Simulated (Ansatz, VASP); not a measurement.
Si4B: VASP beside Ansatz

INCAR

```
SYSTEM = Si4B
ALGO = Normal
EDIFF = 1E-7
EDIFFG = -0.005
ENCUT = 600
GGA = PS
IBRION = 2
ISIF = 3
ISMEAR = 0
LASPH = .TRUE.
LCHARG = .FALSE.
LREAL = .FALSE.
LWAVE = .FALSE.
NELM = 100
NSW = 100
PREC = Accurate
SIGMA = 0.1
```

KPOINTS

```
k-points
0
G
  10 10 10
  0 0 0
```

POSCAR

```
Si4B
1.0
   -2.5959489000      2.5959489000      2.5959489000
    2.5959489000     -2.5959489000      2.5959489000
    2.5959489000      2.5959489000     -2.5959489000
Si B
4 1
Direct
    0.0000000000      0.0000000000      0.5000000000
    0.0000000000      0.5000000000      0.0000000000
    0.5000000000      0.0000000000      0.0000000000
    0.5000000000      0.5000000000      0.5000000000
    0.0000000000      0.0000000000      0.0000000000
```

Input for Ansatz:

```yaml
crystal:
  lattice:
    - [-2.5959489, 2.5959489, 2.5959489]
    - [2.5959489, -2.5959489, 2.5959489]
    - [2.5959489, 2.5959489, -2.5959489]
  atoms:
    - { symbol: Si, position: [0.0, 0.0, 0.5] }
    - { symbol: Si, position: [0.0, 0.5, 0.0] }
    - { symbol: Si, position: [0.5, 0.0, 0.0] }
    - { symbol: Si, position: [0.5, 0.5, 0.5] }
    - { symbol: B, position: [0.0, 0.0, 0.0] }
kpoints:
  mp_grid: { grid: [10, 10, 10] }
hamiltonian:
  xc: pbesol
scf:
  occupations: { method: gaussian, width: 0.1 }
output:
  forces: true
  eigenvalues: true
  stress: true
relax:
  adjacent_minimum: "off"
  f_tol: 0.005
  max_steps: 80
  cell: { stress_tol: 0.05 }
  max_displacement: 0.1
```

Alike in both runs: task relaxation of cell and atoms; functional PBEsol; k mesh 10 × 10 × 10; occupations gaussian, width 0.1 eV; no spin polarisation.

|  | VASP | Ansatz |
| --- | --- | --- |
| version | VASP 6.6.1 | Ansatz 0.2.0 |
| potentials or method | VASP PAW PBE potentials, release 64 (Si, B) | scalar-relativistic, plane waves, PAW |
| plane-wave cutoff (eV) | 600 | 420 |
| valence electrons in the cell | 19 | 19 |

VASP gave:

| Quantity | Value |
| --- | --- |
| gap on the k mesh at the Fermi level, each at its own relaxed structure (eV) | none |
| relaxed volume (Å³/atom) | 13.51 |
| relaxed cell length with the largest relative difference (Å) | 4.444 |

**Question.** Which values does Ansatz return?

**Answer.** gap on the k mesh at the Fermi level, each at its own relaxed structure (eV): none; relaxed volume (Å³/atom): 13.50; relaxed cell length with the largest relative difference (Å): 4.442.

VASP's potentials were made for PBE, not for PBEsol. A gap of «none» marks a metal or a gap that the smearing closes.
